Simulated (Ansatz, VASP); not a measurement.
**MgBe2Te2O: VASP beside Ansatz**

Contents of INCAR:

```
SYSTEM = MgBe2Te2O
ALGO = Normal ; EDIFF = 1E-6
EDIFFG = -0.01 ; ENCUT = 600
GGA = PE ; IBRION = 2
ISIF = 3 ; ISMEAR = 0
LASPH = .True. ; LCHARG = .False.
LREAL = .False. ; LWAVE = .False.
NELM = 100 ; NSW = 100
PREC = Accurate ; SIGMA = 0.1
```

The input KPOINTS:

```
k-points
0
Gamma
  10 10 6
  0 0 0
```

File POSCAR:

```
MgBe2Te2O
1.0
    3.6330955055      0.0000000000      0.0000000000
    0.0000000000      3.6330955055      0.0000000000
    0.0000000000      0.0000000000      7.7318184146
Mg Be Te O
1 2 2 1
Direct
    0.0000000000      0.0000000000      0.5000000000
    0.0000000000      0.5000000000      0.0000000000
    0.5000000000      0.0000000000      0.0000000000
    0.5000000000      0.5000000000      0.2661864829
    0.5000000000      0.5000000000      0.7338135171
    0.0000000000      0.0000000000      0.0000000000
```

Input for Ansatz:

```yaml
crystal:
  lattice:
    - [3.6330955055, 0.0, 0.0]
    - [0.0, 3.6330955055, 0.0]
    - [0.0, 0.0, 7.7318184146]
  atoms:
    - { symbol: Mg, position: [0.0, 0.0, 0.5] }
    - { symbol: Be, position: [0.0, 0.5, 0.0] }
    - { symbol: Be, position: [0.5, 0.0, 0.0] }
    - { symbol: Te, position: [0.5, 0.5, 0.2661864829] }
    - { symbol: Te, position: [0.5, 0.5, 0.7338135171] }
    - { symbol: O, position: [0.0, 0.0, 0.0] }
basis:
  ecutwfc: 420
kpoints:
  mp_grid: { grid: [10, 10, 6] }
hamiltonian:
  xc: pbe
scf:
  occupations: { method: gaussian, width: 0.1 }
output:
  forces: true
  stress: true
  eigenvalues: true
relax:
  adjacent_minimum: "off"
  f_tol: 0.01
  max_steps: 80
  cell: { stress_tol: 0.05 }
```

Change from the starting cell: species swapped into the YCr2Si2C type (P4/mmm, No. 123).

Alike in both runs: task relaxation of cell and atoms; functional PBE; k mesh 10 × 10 × 6; occupations gaussian, width 0.1 eV; no spin polarisation.

|  | VASP | Ansatz |
| --- | --- | --- |
| version | VASP 6.6.1 | Ansatz 0.2.0 |
| potentials or method | VASP PAW PBE potentials, release 64 (Mg, Be, Te, O), cutoff 600 eV | scalar-relativistic, plane waves, PAW |
| valence electrons in the cell | 24 | 52 |

```tsv
	VASP	Ansatz	Ansatz less VASP
gap on the k mesh at the Fermi level, each at its own relaxed structure (eV)	none	none	-
relaxed volume (Å³/atom)	16.91	16.91	0.000
relaxed cell length with the largest relative difference (Å)	7.668	7.669	+0.0012
```

A gap of «none» marks a metal or a gap that the smearing closes. VASP's potentials hold 24 valence electrons a cell and Ansatz's 52, so a difference there can come from the potentials and not from the codes.

Spin-orbit coupling is off throughout.
